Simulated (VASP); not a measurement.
# MgO (P6_3mc) in VASP: further runs, part 2 of 2

VASP 6.6.1.

### 3 Single point, PBEsol

This run uses another cell than the first one, of 10.86 Å³/atom, 1.045 times its volume.

The input, INCAR:

```
PREC     = Accurate       # precision mode
ENCUT    = 520            # plane-wave cutoff, eV
EDIFF    = 1E-6           # SCF threshold, eV
ISMEAR   = -1             # smearing method
SIGMA    = 0.1            # smearing width, eV
LREAL    = False          # projectors in reciprocal space
LASPH    = True           # aspherical terms in the spheres
NELM     = 60             # most SCF steps
ALGO     = Normal         # electronic algorithm
ISIF     = 2              # what is computed and relaxed
LWAVE    = False          # write WAVECAR
LCHARG   = True           # write CHGCAR
GGA      = PS             # functional
LELF     = True           # ELF
LVHAR    = True         
NBANDS   = 16             # bands
```

The input, KPOINTS:

```
Automatic mesh
0
Gamma
  12 12 4
```

The input, POSCAR:

```
MgO
1.0
    3.2171166757      0.0000000000      0.0000000000
   -1.6085578516      2.7861051841      0.0000000000
    0.0000000000      0.0000000000      4.8462953556
Mg O
2 2
Direct
    0.3333333333      0.6666666667      0.0021600000
    0.6666666667      0.3333333333      0.5021600000
    0.3333333333      0.6666666667      0.4024400000
    0.6666666667      0.3333333333      0.9024400000
```

Potentials or basis: VASP PAW PBE potentials, release 64 (Mg, O).

Command:

```sh
$ cat potpaw_PBE.64/Mg/POTCAR potpaw_PBE.64/O/POTCAR > POTCAR
$ mpirun -np 1 vasp_std > vasp.out
```

OUTCAR:

```text
PREC = Accurate
   ENCUT = 520
   EDIFF = 1E-6
   ISMEAR = -1
   LREAL = False
   LASPH = True
   NELM = 60
   ISIF = 2
   GGA = PS

 ion  position               nearest neighbor table
   1  0.333  0.667  0.002-   4 1.92   4 1.92   4 1.92   3 1.94   2 3.05   2 3.05   2 3.05   2 3.05
                             2 3.05   2 3.05
   2  0.667  0.333  0.502-   3 1.92   3 1.92   3 1.92   4 1.94   1 3.05   1 3.05   1 3.05   1 3.05
                             1 3.05   1 3.05
   3  0.333  0.667  0.402-   2 1.92   2 1.92   2 1.92   1 1.94
   4  0.667  0.333  0.902-   1 1.92   1 1.92   1 1.92   2 1.94

  LATTYP: Found a hexagonal cell.
 ALAT       =     3.2171166757
 C/A-ratio  =     1.5064095723

  Lattice vectors:

 A1 = (   3.2171166757,   0.0000000000,   0.0000000000)
 A2 = (  -1.6085578516,   2.7861051841,   0.0000000000)
 A3 = (   0.0000000000,   0.0000000000,   4.8462953556)

Analysis of symmetry for initial positions (statically):
=====================================================================
 Subroutine PRICEL returns:
 Original cell was already a primitive cell.

 Routine SETGRP: Setting up the symmetry group for a
 hexagonal supercell.

 Subroutine GETGRP returns: Found 12 space group operations
 (whereof  6 operations were pure point group operations)
 out of a pool of 24 trial point group operations.

The static configuration has the point symmetry C_3v.
 The point group associated with its full space group is C_6v.

Analysis of symmetry for dynamics (positions and initial velocities):
=====================================================================
 Subroutine PRICEL returns:
 Original cell was already a primitive cell.

 Routine SETGRP: Setting up the symmetry group for a
 hexagonal supercell.

 Subroutine GETGRP returns: Found 12 space group operations
 (whereof  6 operations were pure point group operations)
 out of a pool of 24 trial point group operations.

The dynamic configuration has the point symmetry C_3v.
 The point group associated with its full space group is C_6v.

[... 119 lines left out ...]
   IALGO  =     38    algorithm
   IMIX   =      4    mixing-type and parameters
     AMIX     =   0.40;   BMIX     =  1.00
     AMIX_MAG =   1.60;   BMIX_MAG =  1.00
  volume/ion in A,a.u.               =      10.86        73.28
  Fermi-wavevector in a.u.,A,eV,Ry     =   1.173519  2.217629 18.737217  1.377147
  Thomas-Fermi vector in A             =   2.309931
   LORBIT       =      0    0 simple, 1 ext, 2 COOP (PROOUT), +10 PAW based schemes
   GGA     = PS    functional components
   LHFCALC =     F    Hartree Fock is set to
   AEXX    =    0.0000 exact exchange contribution
   IVDW    =     0    specifies the selected vdW correction
   LEPSILON=     F    determine dielectric tensor
   LRPA    =     F    only Hartree local field effects (RPA)
 non-spin polarized calculation
  energy-cutoff  :      520.00
  volume of cell :       43.44
 maximum number of plane-waves:      1194
 NGX is ok and might be reduce to    24
   NGX = 11   NGY = 11   NGZ = 19

 number of electron      15.9999999 magnetization

 Free energy of the ion-electron system (eV)
  ---------------------------------------------------
  ext. energy  EPLUGINS =         0.00000000
  ---------------------------------------------------
  free energy    TOTEN  =       -24.40980380 eV

  energy without entropy =      -24.40980380  energy(sigma->0) =      -24.40980380

 E-fermi :   3.5505     XC(G=0): -10.3526

 val. band max:        1.5135023616   @ k =   0.0000   0.0000   0.0000
 cond. band min:       5.3251357133   @ k =   0.0000   0.0000   0.0000
 fundamental gap:      3.8116333517
 Fermi energy:         3.5505231666

 k-point     1 :       0.0000    0.0000    0.0000
  band No.  band energies     occupation
      1     -14.9760      2.00000
      2     -13.9919      2.00000
      3      -2.0917      2.00000
      4       0.6654      2.00000
      5       0.6654      2.00000
      6       1.0228      2.00000
[... 433 lines left out ...]
      3      -1.6439      2.00000
      4      -1.1407      2.00000
      5      -0.1162      2.00000
      6       0.3197      2.00000
[... 8 lines left out ...]
     15      16.7717      0.00000
     16      17.7216      0.00000

 [... further k-points ...]
[... 5 lines left out ...]
  --------------------------------------------------------------------------------------
  -------------------------------------------------------------------------------------
  Total        3.5090297      3.5090307      2.9963011      0.0000006      0.0000000      0.0000000
  in kB      129.4265640    129.4266027    110.5151550      0.0000226      0.0000000      0.0000000
  external PRESSURE =     123.1227739 kB  Pullay stress =       0.0000000 kB

 VOLUME and BASIS-vectors are now :
 -----------------------------------------------------------------------------
  energy-cutoff  :      520.00
  volume of cell :       43.44
      direct lattice vectors                 reciprocal lattice vectors
     3.217116676  0.000000000  0.000000000     0.310837343  0.179461943  0.000000000
    -1.608557852  2.786105184  0.000000000     0.000000000  0.358923994  0.000000000
     0.000000000  0.000000000  4.846295356     0.000000000  0.000000000  0.206343181

 POSITION                                       TOTAL-FORCE (eV/Angst)
 -----------------------------------------------------------------------------------
      0.00000      1.85740      0.01047        -0.000000      0.000000     -0.079444
      1.60856      0.92870      2.43362         0.000000      0.000000     -0.079444
      0.00000      1.85740      1.95034        -0.000000      0.000000      0.079444
      1.60856      0.92870      4.37349         0.000000      0.000000      0.079444
 -----------------------------------------------------------------------------------
    total drift:                               -0.000000      0.000000     -0.000362

  FREE ENERGIE OF THE ION-ELECTRON SYSTEM (eV)
  ---------------------------------------------------
  free  energy   TOTEN  =       -24.4098038046 eV

  energy  without entropy=      -24.4098038043  energy(sigma->0) =      -24.40980380
```

OSZICAR:

```text
N       E                     dE             d eps       ncg     rms          rms(c)
DAV:   1     0.582097291304E+02    0.58210E+02   -0.76663E+03  1824   0.897E+02
DAV:   2    -0.247800135288E+02   -0.82990E+02   -0.76880E+02  2512   0.198E+02
DAV:   3    -0.283787630903E+02   -0.35987E+01   -0.35925E+01  2048   0.427E+01
DAV:   4    -0.283928948064E+02   -0.14132E-01   -0.14132E-01  2232   0.310E+00
DAV:   5    -0.283929638363E+02   -0.69030E-04   -0.69030E-04  2072   0.204E-01    0.111E+01
DAV:   6    -0.245011823425E+02    0.38918E+01   -0.10320E+01  1824   0.247E+01    0.357E+00
DAV:   7    -0.244398717907E+02    0.61311E-01   -0.14042E-01  1832   0.298E+00    0.212E+00
DAV:   8    -0.244115267936E+02    0.28345E-01   -0.76727E-02  1984   0.304E+00    0.454E-01
DAV:   9    -0.244095331199E+02    0.19937E-02   -0.28669E-03  2216   0.482E-01    0.159E-01
DAV:  10    -0.244097958486E+02   -0.26273E-03   -0.68112E-04  1856   0.187E-01    0.141E-02
DAV:  11    -0.244098032578E+02   -0.74092E-05   -0.88688E-06  2320   0.208E-02    0.114E-02
DAV:  12    -0.244098038046E+02   -0.54685E-06   -0.14235E-06  1400   0.115E-02
   1 F= -.24409804E+02 E0= -.24409804E+02  d E =-.368451E-09
```

Wall time 21 s (1 thread of Intel Xeon Platinum 8375C at 2.90GHz (Ice Lake), shared host); peak memory 0.17 GiB.

Results:

```
Free energy            : -24.4098 eV
Pressure               : 12.3 GPa
Largest force          : 0.079 eV/Å
Band gap on the k mesh : 3.81 eV, direct
```

Forces in eV/Å, atoms in the order of the input:
```
Mg   0.000  0.000 -0.079
Mg   0.000  0.000 -0.079
O    0.000  0.000  0.079
O    0.000  0.000  0.079
```

Levels at points of the mesh, in eV from the valence-band top:
```
           k point  band 5  band 6  band 7  band 8  band 9  band 10  band 11  band 12
(0.00, 0.00, 0.00)   -0.85   -0.49   -0.49    0.00    3.81     9.03    10.89    14.56
(0.50, 0.00, 0.00)   -1.93   -1.41   -0.91   -0.55    7.96     8.29     9.72    11.23
(0.00, 0.00, 0.50)   -0.67   -0.67   -0.67   -0.67    6.41     6.41    13.82    13.82
(0.50, 0.00, 0.50)   -1.01   -1.01   -0.79   -0.79    7.56     7.56    11.35    11.35
```

Caveat: the PAW data sets were made with another functional, which shifts forces and pressure a little. A hybrid or GW would open this gap; PBEsol tends to underestimate it.
